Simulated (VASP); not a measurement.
# TaAs in VASP: single point with PBE

Aim: the single point of TaAs with PBE.

All numbers are computed with VASP 6.6.1; they aren't measurements. Logs are shortened: lines on timing, memory, paths and dates and some standing lists are left out, and cuts for length are marked.

### Step 1. The cell of the first run

The cell holds a slab with vacuum, 8 atoms: a = 3.444 Å, b = 3.444 Å, c = 24.772 Å, α = 90.00°, β = 90.00°, γ = 90.00°.

### Step 2. Single point, PBE (last atom moved by 0.04 Å along z)

INCAR reads:

```
SYSTEM = TaAs
GGA = PE
LDIPOL = .TRUE.
IDIPOL = 3
DIPOL = 0.5 0.5 0.500
ISMEAR = -1
SIGMA = 0.02
LWAVE = .FALSE.
LCHARG = .FALSE.
ISIF = 0
PREC = Accurate
LASPH = .TRUE.
LREAL = .FALSE.
ALGO = Normal
EDIFF = 1E-8
NELM = 120
GGA_COMPAT = .FALSE.
ENCUT = 550
NELMDL = -8
KPAR = 2
```

KPOINTS reads:

```
Automatic mesh
0
Gamma
  15 15 1
  0 0 0
```

POSCAR reads:

```
TaAs
1.0
    3.4436267244      0.0000000000      0.0000000000
    0.0000000000      3.4436267244      0.0000000000
    0.0000000000      0.0000000000     24.7720569659
Ta As
4 4
Direct
    0.5000000000      0.5000000000      0.3027604900
    0.0000000000      0.5000000000      0.4211992100
    0.0000000000      0.0000000000      0.5396379300
    0.5000000000      0.0000000000      0.6580766500
    0.0000000000      0.0000000000      0.3419233500
    0.5000000000      0.0000000000      0.4603620700
    0.5000000000      0.5000000000      0.5788007900
    0.0000000000      0.5000000000      0.6988542400
```

Potentials or basis: VASP PAW PBE potentials, release 64 (Ta_pv, As).

Launch:

```console
$ cat potpaw_PBE.64/Ta_pv/POTCAR potpaw_PBE.64/As/POTCAR > POTCAR
$ mpirun -np 2 vasp_std > vasp.out
```

OUTCAR:

```text
SYSTEM = TaAs
   GGA = PE
   ISMEAR = -1
   ISIF = 0
   PREC = Accurate
   LASPH = .TRUE.
   LREAL = .FALSE.
   EDIFF = 1E-8
   NELM = 120
   ENCUT = 550
   NELMDL = -8

 ion  position               nearest neighbor table
   1  0.500  0.500  0.303-   5 2.62   5 2.62   5 2.62   5 2.62   2 3.40   2 3.40
   2  0.000  0.500  0.421-   5 2.61   5 2.61   6 2.62   6 2.62   6 2.62   6 2.62   3 3.40   1 3.40
                             3 3.40   1 3.40
   3  0.000  0.000  0.540-   6 2.61   6 2.61   7 2.62   7 2.62   7 2.62   7 2.62   4 3.40   4 3.40
                             2 3.40   2 3.40
   4  0.500  0.000  0.658-   7 2.61   7 2.61   8 2.64   8 2.64   8 2.64   8 2.64   3 3.40   3 3.40

   5  0.000  0.000  0.342-   2 2.61   2 2.61   1 2.62   1 2.62   1 2.62   1 2.62
   6  0.500  0.000  0.460-   3 2.61   3 2.61   2 2.62   2 2.62   2 2.62   2 2.62
   7  0.500  0.500  0.579-   4 2.61   4 2.61   3 2.62   3 2.62   3 2.62   3 2.62
   8  0.000  0.500  0.699-   4 2.64   4 2.64   4 2.64   4 2.64

  LATTYP: Found a simple tetragonal cell.
 ALAT       =     3.4436267244
 C/A-ratio  =     7.1935952844

  Lattice vectors:

 A1 = (   3.4436267244,   0.0000000000,   0.0000000000)
 A2 = (   0.0000000000,   3.4436267244,   0.0000000000)
 A3 = (   0.0000000000,   0.0000000000,  24.7720569659)

Analysis of symmetry for initial positions (statically):
=====================================================================
 Subroutine PRICEL returns:
 Original cell was already a primitive cell.

 Routine SETGRP: Setting up the symmetry group for a
 simple tetragonal supercell.

 Subroutine GETGRP returns: Found  4 space group operations
 (whereof  4 operations were pure point group operations)
 out of a pool of 16 trial point group operations.

The static configuration has the point symmetry C_2v.

Analysis of symmetry for dynamics (positions and initial velocities):
=====================================================================
 Subroutine PRICEL returns:
 Original cell was already a primitive cell.

 Routine SETGRP: Setting up the symmetry group for a
 simple tetragonal supercell.

 Subroutine GETGRP returns: Found  4 space group operations
 (whereof  4 operations were pure point group operations)
 out of a pool of 16 trial point group operations.

The dynamic configuration has the point symmetry C_2v.

 Subroutine INISYM returns: Found  4 space group operations
 (whereof  4 operations are pure point group operations),
 and found     1 'primitive' translations

----------------------------------------------------------------------------------------

                                     Primitive cell

  volume of cell :     293.7610

  direct lattice vectors                    reciprocal lattice vectors
     3.443626724  0.000000000  0.000000000     0.290391520  0.000000000  0.000000000
     0.000000000  3.443626724  0.000000000     0.000000000  0.290391520  0.000000000
     0.000000000  0.000000000 24.772056966     0.000000000  0.000000000  0.040368065

  length of vectors
     3.443626724  3.443626724 24.772056966     0.290391520  0.290391520  0.040368065

  position of ions in fractional coordinates (direct lattice)
     0.500000000  0.500000000  0.302760490
     0.000000000  0.500000000  0.421199210
     0.000000000  0.000000000  0.539637930
     0.500000000  0.000000000  0.658076650
     0.000000000  0.000000000  0.341923350
     0.500000000  0.000000000  0.460362070
     0.500000000  0.500000000  0.578800790
     0.000000000  0.500000000  0.698854240

  ion indices of the primitive-cell ions
   primitive index   ion index
                 1           1
                 2           2
                 3           3
                 4           4
                 5           5
                 6           6
                 7           7
                 8           8

----------------------------------------------------------------------------------------

 KPOINTS: Automatic mesh

Automatic generation of k-mesh.
 Grid dimensions read from file:
 generate k-points for:   15   15    1

 Generating k-lattice:

  Cartesian coordinates                     Fractional coordinates (reciprocal lattice)
     0.019359435  0.000000000  0.000000000     0.066666667  0.000000000  0.000000000
     0.000000000  0.019359435  0.000000000     0.000000000  0.066666667  0.000000000
     0.000000000  0.000000000  0.040368065     0.000000000  0.000000000  1.000000000

  Length of vectors
     0.019359435  0.019359435  0.040368065

  Shift w.r.t. Gamma in fractional coordinates (k-lattice)
     0.000000000  0.000000000  0.000000000

 Subroutine IBZKPT returns following result:
 ===========================================

 Found     64 irreducible k-points:

 Following reciprocal coordinates:
            Coordinates               Weight
  0.000000  0.000000  0.000000      1.000000
  0.066667  0.000000  0.000000      2.000000
  0.000000  0.066667  0.000000      2.000000
  0.133333  0.000000  0.000000      2.000000
  0.000000  0.133333  0.000000      2.000000
  0.200000  0.000000  0.000000      2.000000
[... 16 lines left out ...]
  0.333333  0.066667  0.000000      4.000000
 -0.066667  0.333333  0.000000      4.000000
 [... further k-points ...]
   k-points           NKPTS =     64   k-points in BZ     NKDIM =     64   number of bands    NBANDS=     38
   number of dos      NEDOS =    301   number of ions     NIONS =      8
   total plane-waves  NPLWV = 150528
   dimension x,y,z NGX =    28 NGY =   28 NGZ =  192
   dimension x,y,z NGXF=    56 NGYF=   56 NGZF=  384
   ions per type =               4   4
   NGX,Y,Z   is equivalent  to a cutoff of  13.52, 13.52, 12.89 a.u.
   NGXF,Y,Z  is equivalent  to a cutoff of  27.03, 27.03, 25.77 a.u.
 SYSTEM =  TaAs
   PREC   = accura    normal or accurate (medium, high low for compatibility)
   ISTART =      0    job   : 0-new  1-cont  2-samecut
   ICHARG =      2    charge: 1-file 2-atom 10-const
   ISPIN  =      1    spin polarized calculation?
   LNONCOLLINEAR =      F non collinear calculations
   LSORBIT =      F    spin-orbit coupling
   LASPH  =      T    aspherical Exc in radial PAW
   ENCUT  =  550.0 eV  40.42 Ry    6.36 a.u.   6.58  6.58 47.37*2*pi/ulx,y,z
   NELM   =    120;   NELMIN=  2; NELMDL= -8     # of ELM steps
   EDIFF  = 0.1E-07   stopping-criterion for ELM
   LREAL  =      F    real-space projection
   EDIFFG = 0.1E-06   stopping-criterion for IOM
   NSW    =      0    number of steps for IOM
   IBRION =     -1    ionic relax: 0-MD 1-quasi-New 2-CG
   NFREE  =      0    steps in history (QN), initial steepest desc. (CG)
   ISIF   =      0    stress and relaxation
   ISYM   =      2    0-nonsym 1-usesym 2-fastsym
   POTIM  = 0.5000    time-step for ionic-motion
   TEBEG  =    0.0;   TEEND  =   0.0 temperature during run

   SCALEE = 1.0000    scale energy and forces
   PSTRESS=    0.0 pullay stress
   NELECT =      64.0000    total number of electrons
   NUPDOWN=      -1.0000    fix difference up-down
   EMIN   =  10.00;   EMAX   =-10.00  energy-range for DOS
   EFERMI =   0.00;   METHOD = LEGACY
   ISMEAR =    -1;   SIGMA  =   0.02  broadening in eV -4-tet -1-fermi 0-gaus
   EFERMI_NEDOS =   21; number of points for ismear=-14 and -15
   IALGO  =     38    algorithm
   IMIX   =      4    mixing-type and parameters
     AMIX     =   0.40;   BMIX     =  1.00
     AMIX_MAG =   1.60;   BMIX_MAG =  1.00
  volume/ion in A,a.u.               =      36.72       247.80
  Fermi-wavevector in a.u.,A,eV,Ry     =   0.985077  1.861525 13.202771  0.970376
  Thomas-Fermi vector in A             =   2.116357
   LORBIT       =      0    0 simple, 1 ext, 2 COOP (PROOUT), +10 PAW based schemes
   GGA     = PE    functional components
   LHFCALC =     F    Hartree Fock is set to
   AEXX    =    0.0000 exact exchange contribution
   IVDW    =     0    specifies the selected vdW correction
   LEPSILON=     F    determine dielectric tensor
   LRPA    =     F    only Hartree local field effects (RPA)

   CSHIFT  =0.1000    complex shift for real part using Kramers Kronig

   OMEGAMAX=  -1.0    maximum frequency
 non-spin polarized calculation
  energy-cutoff  :      550.00
  volume of cell :      293.76
 maximum number of plane-waves:      8671
 NGX is ok and might be reduce to    28
   NGX = 13   NGY = 13   NGZ = 95

 added-field ion interaction         -0.765296 eV  (added to PSCEN)

 number of electron      64.0000003 magnetization

 DIPCOR: dipole corrections for dipol
 direction  3 min pos     1,
 dipolmoment           0.000000      0.000000      0.047041 electrons x Angstroem
 Tr[quadrupol]      -194.326420

 energy correction for charged system         0.000000 eV

 dipol+quadrupol energy correction           -0.000682 eV

 added-field ion interaction          0.331547 eV  (added to PSCEN)

 Free energy of the ion-electron system (eV)
  ---------------------------------------------------
  ext. energy  EPLUGINS =         0.00000000
  ---------------------------------------------------
  free energy    TOTEN  =       -67.01358080 eV

  energy without entropy =      -67.00658965  energy(sigma->0) =      -67.01008523

 E-fermi :   0.7280     XC(G=0):  -6.4494

 val. band max:        0.7195743357   @ k =  -0.0667   0.4667   0.0000
 cond. band min:       0.7287461454   @ k =   0.0000   0.2000   0.0000
 fundamental gap:      0.0091718098
 Fermi energy:         0.7279807806

 k-point     1 :       0.0000    0.0000    0.0000
  band No.  band energies     occupation
      1     -34.2806      2.00000
      2     -34.1780      2.00000
      3     -34.1478      2.00000
      4     -34.0808      2.00000
      5     -34.0506      2.00000
      6     -34.0230      2.00000
[... 30 lines left out ...]
     37       2.5807      0.00000
     38       3.0147      0.00000

 k-point     2 :       0.0667    0.0000    0.0000
  band No.  band energies     occupation
      1     -34.2797      2.00000
      2     -34.1773      2.00000
      3     -34.1545      2.00000
      4     -34.0799      2.00000
      5     -34.0500      2.00000
      6     -34.0231      2.00000
[... 30 lines left out ...]
     37       2.6100      0.00000
     38       3.1579      0.00000
[... 859 lines left out ...]
     37       2.2266      0.00000
     38       2.5246      0.00000

 k-point    24 :      -0.0667    0.3333    0.0000
  band No.  band energies     occupation
      1     -34.2862      2.00000
      2     -34.2669      2.00000
      3     -34.1748      2.00000
      4     -34.1423      2.00000
      5     -34.0592      2.00000
      6     -34.0077      2.00000
[... 30 lines left out ...]
     37       2.2991      0.00000
     38       2.5872      0.00000

 [... further k-points ...]

------------------------ aborting loop because EDIFF is reached ----------------------------------------

 vacuum level on the upper side and lower side of the slab       (xc-potential included)         0.281        -0.474

 VOLUME and BASIS-vectors are now :
 -----------------------------------------------------------------------------
  energy-cutoff  :      550.00
  volume of cell :      293.76
      direct lattice vectors                 reciprocal lattice vectors
     3.443626724  0.000000000  0.000000000     0.290391520  0.000000000  0.000000000
     0.000000000  3.443626724  0.000000000     0.000000000  0.290391520  0.000000000
     0.000000000  0.000000000 24.772056966     0.000000000  0.000000000  0.040368065

 POSITION                                       TOTAL-FORCE (eV/Angst)
 -----------------------------------------------------------------------------------
      1.72181      1.72181      7.50000         0.000000      0.000000      0.788757
      0.00000      1.72181     10.43397         0.000000      0.000000     -0.184909
      0.00000      0.00000     13.36794         0.000000      0.000000     -0.275310
      1.72181      0.00000     16.30191         0.000000      0.000000     -0.064597
      0.00000      0.00000      8.47014         0.000000      0.000000     -0.817231
      1.72181      0.00000     11.40412         0.000000      0.000000      0.135481
      1.72181      1.72181     14.33809         0.000000      0.000000      0.111711
      0.00000      1.72181     17.31206         0.000000      0.000000      0.306098
 -----------------------------------------------------------------------------------
    total drift:                                0.000000     -0.000000     -0.000084

  FREE ENERGIE OF THE ION-ELECTRON SYSTEM (eV)
  ---------------------------------------------------
  free  energy   TOTEN  =       -67.0135808027 eV

  energy  without entropy=      -67.0065896499  energy(sigma->0) =      -67.01008523

 vacuum level on the upper side and lower side of the slab         5.830         5.072
```

It took 9.2 min on 2 MPI ranks of Intel Xeon 6975P-C (Granite Rapids), shared host; peak memory 0.83 GiB.

Results:

```yaml
Free_energy: -67.0136 eV
Largest_force: 0.817 eV/Å
Band_gap_on_the_k_mesh: zero (bands 32 and 33 overlap by 1.00 eV)
```

Forces on the atoms (eV/Å):
```
Ta   0.000  0.000  0.789
Ta   0.000  0.000 -0.185
Ta   0.000  0.000 -0.275
Ta   0.000  0.000 -0.065
As   0.000  0.000 -0.817
As   0.000  0.000  0.135
As   0.000  0.000  0.112
As   0.000  0.000  0.306
```

Caveat: the cell differs from its parent crystal (last atom moved by 0.04 Å along z); spin-orbit coupling is left out, which moves the levels of the heavy elements.
